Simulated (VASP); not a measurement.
MoS2:

```
CELL_PARAMETERS angstrom
3.17096 0.00000 0.00000
-1.58548 2.74613 0.00000
0.00000 0.00000 6.81004
ATOMIC_POSITIONS crystal
Mo 0.00000 0.00000 0.00000
S 0.33333 0.66667 0.22853
S 0.33333 0.66667 0.77147
```

Base run:

- Program: VASP 6.6.1
- Functional: LDA
- Potentials or basis: VASP PAW LDA potentials, release 64 (Mo_sv, S)
- Cutoff: 520 eV
- k mesh: 12 × 12 × 4
- Occupations: gaussian, width 0.01 eV
- Spin: no spin polarisation

Its results: band gap on the k mesh 1.24 eV, indirect (least direct gap 1.69 eV); pressure -4.4 GPa; largest force 0.365 eV/Å.

Problem. The run is repeated on the same cell with these changes: functional from LDA to r2SCAN; potentials or basis from VASP PAW LDA potentials, release 64 (Mo_sv, S) to VASP PAW PBE potentials, release 64 (Mo_sv, S). What comes out?

Solution. Band gap on the k mesh 1.36 eV, indirect (least direct gap 1.80 eV); pressure 1.0 GPa; largest force 0.038 eV/Å.

Caveats: the PAW data sets were made with another functional, which shifts forces and pressure a little (some runs).

A k mesh can miss the band edges.
